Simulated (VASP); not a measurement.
# Pb (I4_1/amd) in VASP: further runs

The runs below take Pb through single point, with PBEsol.

Everything below comes from runs of VASP 6.6.1. Logs are shortened: lines on timing, memory, paths and dates and some standing lists are left out, and cuts for length are marked.

### Step 1. The cell of the first run

The structure is tetragonal, space group I4_1/amd (No. 141). Conventional cell: a = 4.620 Å, b = 4.620 Å, c = 7.222 Å, α = 90.00°, β = 90.00°, γ = 90.00°. Within 3.9 Å of Pb (site symmetry -4m2) lie 4 Pb at 2.93 Å.

### Step 2. Single point, PBEsol (strain -0.050 along x and y, +0.050 along z)

Contents of INCAR:

```
SYSTEM = Pb
ALGO = Fast
EDIFF = 1E-6
ENCUT = 520
GGA = PS
ISIF = 2
ISMEAR = 0
LASPH = .TRUE.
LCHARG = .FALSE.
LREAL = .FALSE.
LWAVE = .FALSE.
NBANDS = 21
NELM = 60
PREC = Accurate
SIGMA = 0.15
```

Contents of KPOINTS:

```
k-points
0
G
  12 12 12
  0 0 0
```

Contents of POSCAR:

```
Pb
1.0
    0.0000000000      3.2670500527      3.6109500583
    3.2670500527      0.0000000000      3.6109500583
    3.2670500527      3.2670500527      0.0000000000
Pb
2
Direct
    0.5000000000      0.5000000000      0.5000000000
    0.7500000000      0.7500000000      0.7500000000
```

Potentials or basis: VASP PAW PBE potentials, release 64 (Pb_d).

The run is started by

```console
cat potpaw_PBE.64/Pb_d/POTCAR > POTCAR
mpirun -np 1 vasp_std > vasp.out
```

OUTCAR:

```text
SYSTEM = Pb
   EDIFF = 1E-6
   ENCUT = 520
   GGA = PS
   ISIF = 2
   ISMEAR = 0
   LASPH = .TRUE.
   LREAL = .FALSE.
   NELM = 60
   PREC = Accurate

 ion  position               nearest neighbor table
   1  0.500  0.500  0.500-   2 2.93   2 2.93   2 2.93   2 2.93
   2  0.750  0.750  0.750-   1 2.93   1 2.93   1 2.93   1 2.93

  LATTYP: Found a body centered tetragonal cell.
 ALAT       =     4.6203064935
 C/A-ratio  =     1.5630781479

  Lattice vectors:

 A1 = (  -3.2670500527,   0.0000000000,   3.6109500583)
 A2 = (   3.2670500527,   0.0000000000,   3.6109500583)
 A3 = (   0.0000000000,   3.2670500527,  -3.6109500583)

Analysis of symmetry for initial positions (statically):
=====================================================================
 Subroutine PRICEL returns:
 Original cell was already a primitive cell.

 Routine SETGRP: Setting up the symmetry group for a
 body centered tetragonal supercell.

 Subroutine GETGRP returns: Found 16 space group operations
 (whereof  8 operations were pure point group operations)
 out of a pool of 16 trial point group operations.

The static configuration has the point symmetry D_2d.
 The point group associated with its full space group is D_4h.

Analysis of symmetry for dynamics (positions and initial velocities):
=====================================================================
 Subroutine PRICEL returns:
 Original cell was already a primitive cell.

 Routine SETGRP: Setting up the symmetry group for a
 body centered tetragonal supercell.

 Subroutine GETGRP returns: Found 16 space group operations
 (whereof  8 operations were pure point group operations)
 out of a pool of 16 trial point group operations.

The dynamic configuration has the point symmetry D_2d.
 The point group associated with its full space group is D_4h.

 Subroutine INISYM returns: Found 16 space group operations
 (whereof  8 operations are pure point group operations),
 and found     1 'primitive' translations

----------------------------------------------------------------------------------------

                                     Primitive cell

  volume of cell :      77.0838

  direct lattice vectors                    reciprocal lattice vectors
     0.000000000  3.267050053  3.610950058    -0.153043263  0.153043263  0.138467714
     3.267050053  0.000000000  3.610950058     0.153043263 -0.153043263  0.138467714
     3.267050053  3.267050053  0.000000000     0.153043263  0.153043263 -0.138467714

  length of vectors
     4.869556075  4.869556075  4.620306493     0.256939270  0.256939270  0.256939270

  position of ions in fractional coordinates (direct lattice)
     0.500000000  0.500000000  0.500000000
     0.750000000  0.750000000  0.750000000

  ion indices of the primitive-cell ions
   primitive index   ion index
                 1           1
                 2           2

----------------------------------------------------------------------------------------

 KPOINTS: k-points

Automatic generation of k-mesh.
 Grid dimensions read from file:
 generate k-points for:   12   12   12

 Generating k-lattice:

  Cartesian coordinates                     Fractional coordinates (reciprocal lattice)
    -0.012753605  0.012753605  0.011538976     0.083333333  0.000000000  0.000000000
     0.012753605 -0.012753605  0.011538976     0.000000000  0.083333333  0.000000000
     0.012753605  0.012753605 -0.011538976    -0.000000000 -0.000000000  0.083333333

  Length of vectors
     0.021411606  0.021411606  0.021411606

  Shift w.r.t. Gamma in fractional coordinates (k-lattice)
     0.000000000  0.000000000  0.000000000

 Subroutine IBZKPT returns following result:
 ===========================================

 Found    163 irreducible k-points:

 Following reciprocal coordinates:
            Coordinates               Weight
  0.000000  0.000000  0.000000      1.000000
  0.083333  0.000000  0.000000      8.000000
  0.166667  0.000000  0.000000      8.000000
  0.250000  0.000000  0.000000      8.000000
  0.333333  0.000000  0.000000      8.000000
  0.416667  0.000000  0.000000      8.000000
[... 16 lines left out ...]
  0.500000  0.166667  0.000000      8.000000
 -0.416667  0.166667  0.000000      8.000000
 [... further k-points ...]
   k-points           NKPTS =    163   k-points in BZ     NKDIM =    163   number of bands    NBANDS=     21
   number of dos      NEDOS =    301   number of ions     NIONS =      2
   total plane-waves  NPLWV =  46656
   dimension x,y,z NGX =    36 NGY =   36 NGZ =   36
   dimension x,y,z NGXF=    72 NGYF=   72 NGZF=   72
   ions per type =               2
   NGX,Y,Z   is equivalent  to a cutoff of  12.29, 12.29, 12.95 a.u.
   NGXF,Y,Z  is equivalent  to a cutoff of  24.58, 24.58, 25.91 a.u.
 SYSTEM =  Pb
   PREC   = accura    normal or accurate (medium, high low for compatibility)
   ISTART =      0    job   : 0-new  1-cont  2-samecut
   ICHARG =      2    charge: 1-file 2-atom 10-const
[... 79 lines left out ...]
      4     -12.4790      2.00000
      5     -12.4572      2.00000
      6     -12.0641      2.00000
[... 13 lines left out ...]
     20      11.4879      0.00000
     21      12.7208      0.00000

 k-point     3 :       0.1667    0.0000    0.0000
  band No.  band energies     occupation
      1     -12.6177      2.00000
      2     -12.5882      2.00000
      3     -12.5598      2.00000
      4     -12.4471      2.00000
      5     -12.4344      2.00000
      6     -12.0802      2.00000
[... 13 lines left out ...]
     20      11.4195      0.00000
     21      12.2771      0.00000

 k-point     4 :       0.2500    0.0000    0.0000
  band No.  band energies     occupation
      1     -12.6352      2.00000
      2     -12.5883      2.00000
      3     -12.5646      2.00000
      4     -12.4179      2.00000
      5     -12.4118      2.00000
      6     -12.0987      2.00000
[... 13 lines left out ...]
     20      11.8268      0.00000
     21      12.0715      0.00000

 k-point     5 :       0.3333    0.0000    0.0000
  band No.  band energies     occupation
      1     -12.6480      2.00000
      2     -12.5895      2.00000
      3     -12.5621      2.00000
      4     -12.3966      2.00000
      5     -12.3959      2.00000
      6     -12.1146      2.00000
[... 13 lines left out ...]
     20      12.2350      0.00000
     21      12.3835      0.00000

 k-point     6 :       0.4167    0.0000    0.0000
  band No.  band energies     occupation
      1     -12.6555      2.00000
      2     -12.5894      2.00000
      3     -12.5585      2.00000
      4     -12.3877      2.00000
      5     -12.3850      2.00000
      6     -12.1253      2.00000
[... 13 lines left out ...]
     20      12.6876      0.00000
     21      13.1241      0.00000

 k-point     7 :       0.5000    0.0000    0.0000
  band No.  band energies     occupation
      1     -12.6579      2.00000
      2     -12.5891      2.00000
      3     -12.5570      2.00000
      4     -12.3854      2.00000
      5     -12.3816      2.00000
      6     -12.1291      2.00000
[... 13 lines left out ...]
     20      12.5461      0.00000
     21      13.0130      0.00000
[... 291 lines left out ...]
      1     -12.6334      2.00000
      2     -12.6327      2.00000
      3     -12.5939      2.00000
      4     -12.4165      2.00000
      5     -12.3397      2.00000
      6     -12.2161      2.00000
[... 13 lines left out ...]
     20      11.1399      0.00000
     21      13.4355      0.00000

 k-point    21 :       0.3333    0.1667    0.0000
  band No.  band energies     occupation
      1     -12.6481      2.00000
      2     -12.6454      2.00000
      3     -12.5797      2.00000
      4     -12.3947      2.00000
      5     -12.3111      2.00000
      6     -12.2418      2.00000
[... 13 lines left out ...]
     20      12.0191      0.00000
     21      13.2546      0.00000

 k-point    22 :       0.4167    0.1667    0.0000
  band No.  band energies     occupation
      1     -12.6599      2.00000
      2     -12.6524      2.00000
      3     -12.5577      2.00000
      4     -12.3743      2.00000
      5     -12.3016      2.00000
      6     -12.2460      2.00000
[... 13 lines left out ...]
     20      12.5684      0.00000
     21      13.3845      0.00000

 k-point    23 :       0.5000    0.1667    0.0000
  band No.  band energies     occupation
      1     -12.6678      2.00000
      2     -12.6517      2.00000
      3     -12.5350      2.00000
      4     -12.3566      2.00000
      5     -12.3095      2.00000
      6     -12.2328      2.00000
[... 13 lines left out ...]
     20      12.5628      0.00000
     21      13.3089      0.00000

 k-point    24 :      -0.4167    0.1667    0.0000
  band No.  band energies     occupation
      1     -12.6714      2.00000
      2     -12.6427      2.00000
      3     -12.5187      2.00000
      4     -12.3435      2.00000
      5     -12.3299      2.00000
      6     -12.2078      2.00000
[... 13 lines left out ...]
     20      12.3237      0.00000
     21      12.6448      0.00000

 [... further k-points ...]

------------------------ aborting loop because EDIFF is reached ----------------------------------------

  FORCE on cell =-STRESS in cart. coord.  units (eV):
  Direction    XX          YY          ZZ          XY          YZ          ZX
  --------------------------------------------------------------------------------------
  -------------------------------------------------------------------------------------
  Total        1.2261965      1.2261965      0.7651581      0.0000000     -0.0000000      0.0000000
  in kB       25.4863474     25.4863474     15.9037192      0.0000000     -0.0000000      0.0000000
  external PRESSURE =      22.2921380 kB  Pullay stress =       0.0000000 kB

 VOLUME and BASIS-vectors are now :
 -----------------------------------------------------------------------------
  energy-cutoff  :      520.00
  volume of cell :       77.08
      direct lattice vectors                 reciprocal lattice vectors
     0.000000000  3.267050053  3.610950058    -0.153043263  0.153043263  0.138467714
     3.267050053  0.000000000  3.610950058     0.153043263 -0.153043263  0.138467714
     3.267050053  3.267050053  0.000000000     0.153043263  0.153043263 -0.138467714

 POSITION                                       TOTAL-FORCE (eV/Angst)
 -----------------------------------------------------------------------------------
      3.26705      3.26705      3.61095         0.000000      0.000000      0.000000
      4.90058      4.90058      5.41643        -0.000000     -0.000000     -0.000000
 -----------------------------------------------------------------------------------
    total drift:                                0.000000      0.000000      0.000000

  FREE ENERGIE OF THE ION-ELECTRON SYSTEM (eV)
  ---------------------------------------------------
  free  energy   TOTEN  =        -7.2961635151 eV

  energy  without entropy=       -7.2896454194  energy(sigma->0) =       -7.29290447
```

It took 1.7 min on 1 thread of Intel Xeon 6975P-C (Granite Rapids), shared host; peak memory 0.35 GiB.

Results:

- Free energy: -7.2962 eV
- Pressure: 2.2 GPa
- Band gap on the k mesh: zero (bands 14 and 15 overlap by 1.11 eV)

Caveat: the cell differs from its parent crystal (strain -0.050 along x and y, +0.050 along z); the PAW data sets were made with another functional, which shifts forces and pressure a little; spin-orbit coupling is left out, which moves the levels of the heavy elements.

### Step 3. Single point, PBEsol (strain +0.000 along x and y, -0.050 along z)

Contents of INCAR:

```
  PREC = Accurate
  ENCUT = 520
  EDIFF = 1E-6
  ISMEAR = 0
  SIGMA = 0.15
  LREAL = F
  LASPH = T
  NELM = 60
  ALGO = Fast
  ISIF = 2
  LWAVE = F
  LCHARG = F
  GGA = PS
  NBANDS = 21
```

Contents of KPOINTS:

```
Automatic mesh
0
Gamma
  12 12 12
```

Contents of POSCAR:

```
Pb
1.0
    0.0000000000      3.4390000555      3.2670500527
    3.4390000555      0.0000000000      3.2670500527
    3.4390000555      3.4390000555      0.0000000000
Pb
2
Direct
    0.5000000000      0.5000000000      0.5000000000
    0.7500000000      0.7500000000      0.7500000000
```

Potentials or basis: VASP PAW PBE potentials, release 64 (Pb_d).

The run is started by

```console
cat potpaw_PBE.64/Pb_d/POTCAR > POTCAR
mpirun -np 1 vasp_std > vasp.out
```

Wall time 1.8 min (1 thread of Intel Xeon 6975P-C (Granite Rapids), shared host); peak memory 0.35 GiB.

It converged, with:

```
Free energy            : -7.3110 eV
Pressure               : 2.2 GPa
Band gap on the k mesh : zero (bands 14 and 15 overlap by 0.96 eV)
```

Stress tensor (GPa, compression positive):
```
2.03 0.00 0.00
0.00 2.03 0.00
0.00 0.00 2.49
```

Levels at points of the mesh, in eV from the Fermi level:
```tsv
k point	band 12	band 13	band 14	band 15	band 16	band 17
(0.00, 0.00, 0.00)	-3.66	0.34	0.34	0.66	2.33	2.55
(0.50, 0.00, 0.00)	-7.19	-0.97	-0.95	-0.62	3.52	3.71
(0.50, 0.50, 0.00)	-8.52	-2.27	-2.27	0.66	0.66	7.58
(0.50, 0.00, 0.50)	-8.65	-2.01	-2.01	0.90	0.90	7.40
```

Caveat: the cell differs from its parent crystal (strain +0.000 along x and y, -0.050 along z); the PAW data sets were made with another functional, which shifts forces and pressure a little; spin-orbit coupling is left out, which moves the levels of the heavy elements.

### Step 4. Single point, PBEsol (strain +0.050 along x and y, -0.050 along z)

Contents of INCAR:

```
PREC = Accurate
ENCUT = 520
EDIFF = 1E-6
ISMEAR = 0
SIGMA = 0.15
LREAL = False
LASPH = True
NELM = 60
ALGO = Fast
ISIF = 2
LWAVE = False
LCHARG = False
GGA = PS
NBANDS = 21
```

KPOINTS is that of step 3.

Contents of POSCAR:

```
Pb
1.0
    0.0000000000      3.6109500583      3.2670500527
    3.6109500583      0.0000000000      3.2670500527
    3.6109500583      3.6109500583      0.0000000000
Pb
2
Direct
    0.5000000000      0.5000000000      0.5000000000
    0.7500000000      0.7500000000      0.7500000000
```

The run is started by

```console
cat potpaw_PBE.64/Pb_d/POTCAR > POTCAR
mpirun -np 1 vasp_std > vasp.out
```

Wall time 1.7 min (1 thread of Intel Xeon 6975P-C (Granite Rapids), shared host); peak memory 0.38 GiB.

The run converged. Its results:

```yaml
Free_energy: -7.3242 eV
Pressure: -1.0 GPa
Band_gap_on_the_k_mesh: zero (bands 14 and 15 overlap by 0.79 eV)
```

Stress tensor (GPa, compression positive):
```
-1.34  0.00  0.00
 0.00 -1.34  0.00
 0.00  0.00 -0.42
```

Levels at points of the mesh, in eV from the Fermi level:
```
           k point  band 11  band 12  band 13  band 14  band 15  band 16  band 17  band 18
(0.00, 0.00, 0.00)   -10.84    -4.20     0.23     0.23     0.78     2.16     2.58     2.58
(0.50, 0.00, 0.00)    -9.58    -7.03    -1.01    -0.93    -0.38     3.34     3.65     5.48
(0.50, 0.50, 0.00)    -8.22    -8.22    -2.10    -2.10     0.62     0.62     7.03     7.03
(0.50, 0.00, 0.50)    -8.42    -8.42    -1.64    -1.64     1.00     1.00     6.60     6.60
```

Caveat: the cell differs from its parent crystal (strain +0.050 along x and y, -0.050 along z); the PAW data sets were made with another functional, which shifts forces and pressure a little; spin-orbit coupling is left out, which moves the levels of the heavy elements.

### Step 5. Single point, PBEsol (strain +0.050 along x and y, +0.000 along z)

Contents of INCAR:

```
SYSTEM = Pb
ALGO     = Fast           ! electronic algorithm
EDIFF    = 1E-7           ! SCF threshold, eV
ENCUT    = 520            ! plane-wave cutoff, eV
GGA      = PS             ! functional
ISIF     = 2              ! what is computed and relaxed
ISMEAR   = 0              ! smearing method
LASPH    = .True.         ! aspherical terms in the spheres
LCHARG   = .False.        ! write CHGCAR
LREAL    = .False.        ! projectors in reciprocal space
LWAVE    = .False.        ! write WAVECAR
NBANDS   = 21             ! bands
NELM     = 60             ! most SCF steps
PREC     = Accurate       ! precision mode
SIGMA    = 0.15           ! smearing width, eV
```

Contents of KPOINTS:

```
k-points
0
Gamma
  12 12 12
  0 0 0
```

Contents of POSCAR:

```
Pb
1.0
    0.0000000000      3.6109500583      3.4390000555
    3.6109500583      0.0000000000      3.4390000555
    3.6109500583      3.6109500583      0.0000000000
Pb
2
Direct
    0.5000000000      0.5000000000      0.5000000000
    0.7500000000      0.7500000000      0.7500000000
```

The run is started by

```console
cat potpaw_PBE.64/Pb_d/POTCAR > POTCAR
mpirun -np 1 vasp_std > vasp.out
```

Wall time 2.5 min (1 thread of Intel Xeon 6975P-C (Granite Rapids), shared host); peak memory 0.41 GiB.

The run converged. Its results:

```
Free energy            : -7.2946 eV
Pressure               : -2.1 GPa
Band gap on the k mesh : zero (bands 14 and 15 overlap by 0.78 eV)
```

Stress tensor (GPa, compression positive):
```
-2.31  0.00  0.00
 0.00 -2.31  0.00
 0.00  0.00 -1.78
```

Levels at points of the mesh, in eV from the Fermi level:
| k point | band 10 | band 11 | band 12 | band 13 | band 14 | band 15 | band 16 | band 17 | band 18 | band 19 |
| --- | --- | --- | --- | --- | --- | --- | --- | --- | --- | --- |
| (0.00, 0.00, 0.00) | -16.50 | -10.57 | -4.42 | 0.31 | 0.31 | 0.58 | 2.25 | 2.45 | 2.45 | 3.99 |
| (0.50, 0.00, 0.00) | -16.45 | -9.40 | -6.97 | -0.96 | -0.73 | -0.46 | 3.37 | 3.49 | 5.44 | 6.46 |
| (0.50, 0.50, 0.00) | -16.45 | -8.19 | -8.19 | -1.81 | -1.81 | 0.77 | 0.77 | 6.69 | 6.69 | 7.66 |
| (0.50, 0.00, 0.50) | -16.43 | -8.27 | -8.27 | -1.60 | -1.60 | 0.95 | 0.95 | 6.53 | 6.53 | 7.53 |

Caveat: the cell differs from its parent crystal (strain +0.050 along x and y, +0.000 along z); the PAW data sets were made with another functional, which shifts forces and pressure a little; spin-orbit coupling is left out, which moves the levels of the heavy elements.

### Step 6. Overview

| cell | further INCAR settings | gap on the mesh (eV) | pressure (GPa) |
| --- | --- | --- | --- |
| a = 4.870, b = 4.870, c = 4.620 Å, angles 61.7, 61.7, 56.6°, 2 atoms | ALGO = Fast; EDIFF = 1e-06; NBANDS = 21 | none | 2.2 |
| a = 4.743, b = 4.743, c = 4.863 Å, angles 59.2, 59.2, 61.7°, 2 atoms | ALGO = Fast; EDIFF = 1e-06; NBANDS = 21 | none | 2.2 |
| a = 4.870, b = 4.870, c = 5.107 Å, angles 58.4, 58.4, 63.2°, 2 atoms | ALGO = Fast; EDIFF = 1e-06; NBANDS = 21 | none | -1.0 |
| a = 4.987, b = 4.987, c = 5.107 Å, angles 59.2, 59.2, 61.6°, 2 atoms | ALGO = Fast; EDIFF = 1e-07; NBANDS = 21 | none | -2.1 |

Alike in all rows: task single point; level PBEsol; potentials or basis VASP PAW PBE potentials, release 64 (Pb_d); no spin polarisation; k mesh 12 × 12 × 12; cutoff (eV) 520; smearing gaussian 0.15 eV.

Caveats: the PAW data sets were made with another functional, which shifts forces and pressure a little; spin-orbit coupling is left out, which moves the levels of the heavy elements.

Absolute energies hang on the potentials; compare differences alone.
